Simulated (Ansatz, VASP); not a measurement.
**Two plane-wave programs on MgPb2N2**

INCAR

```
SYSTEM = MgPb2N2
PREC = Accurate ; ENCUT = 520
EDIFF = 1E-6 ; ISMEAR = 0
SIGMA = 0.01 ; LREAL = .FALSE.
LASPH = .TRUE. ; NELM = 100
ALGO = Normal ; ISIF = 2
LWAVE = .FALSE. ; LCHARG = .TRUE.
GGA = PE ; IVDW = 12
LELF = .TRUE. ; LVHAR = .TRUE.
NBANDS = 28
```

The input KPOINTS:

```
Automatic mesh
0
G
  6 6 2
  0 0 0
```

POSCAR

```
MgPb2N2
1.0
    3.4142025089      0.0000000000      0.0000000000
   -1.7071012545      2.9567931497      0.0000000000
    0.0000000000      0.0000000000      9.2961204579
Mg Pb N
1 2 2
Direct
    0.0000000000      0.0000000000      0.0000000000
    0.6666666667      0.3333333333      0.2865500000
    0.3333333333      0.6666666667      0.7134500000
    0.6666666667      0.3333333333      0.8618200000
    0.3333333333      0.6666666667      0.1381800000
```

Input for Ansatz:

```yaml
crystal:
  lattice:
    - [3.4142025089234176, 0.0, 0.0]
    - [-1.7071012544617088, 2.956793149699302, 0.0]
    - [0.0, 0.0, 9.29612045787926]
  atoms:
    - { symbol: Mg, position: [0.0, 0.0, 0.0] }
    - { symbol: Pb, position: [0.6666666666666666, 0.3333333333333333, 0.28655] }
    - { symbol: Pb, position: [0.3333333333333333, 0.6666666666666666, 0.71345] }
    - { symbol: "N", position: [0.6666666666666666, 0.3333333333333333, 0.86182] }
    - { symbol: "N", position: [0.3333333333333333, 0.6666666666666666, 0.13818] }
basis:
  ecutwfc: 489.804952427784
  ecutrho_ratio: 6
kpoints:
  mp_grid:
    grid: [6, 6, 2]
hamiltonian:
  xc: pbe
  dispersion: d3bj
scf:
  convergence:
    dr2_threshold: 1.0e-05
  lower_state_search: light
  occupations:
    method: fixed
output:
  stress: true
```

Alike in both runs: task single point; functional PBE; dispersion D3(BJ); k mesh 6 × 6 × 2; no spin polarisation.

|  | VASP | Ansatz |
| --- | --- | --- |
| version | VASP 6.6.1 | Ansatz 0.2.0 |
| potentials or method | VASP PAW PBE potentials, release 64 (Mg, Pb_d, N), cutoff 520 eV | plane waves, PAW |
| occupations | gaussian, width 0.01 eV | fixed |
| valence electrons in the cell | 40 | 48 |

|  | VASP | Ansatz | Ansatz less VASP |
| --- | --- | --- | --- |
| pressure (GPa) | -4.3 | -4.2 | +0.14 |
| traceless stress, the component that is largest in VASP (GPa) | 0.20 | 0.18 | -0.015 |

VASP's potentials hold 40 valence electrons a cell and Ansatz's 48, so a difference there can come from the potentials and not from the codes. Ansatz's warnings: stress scf threshold loose, structure snapped to symmetry.

Neither program's run includes spin-orbit coupling.
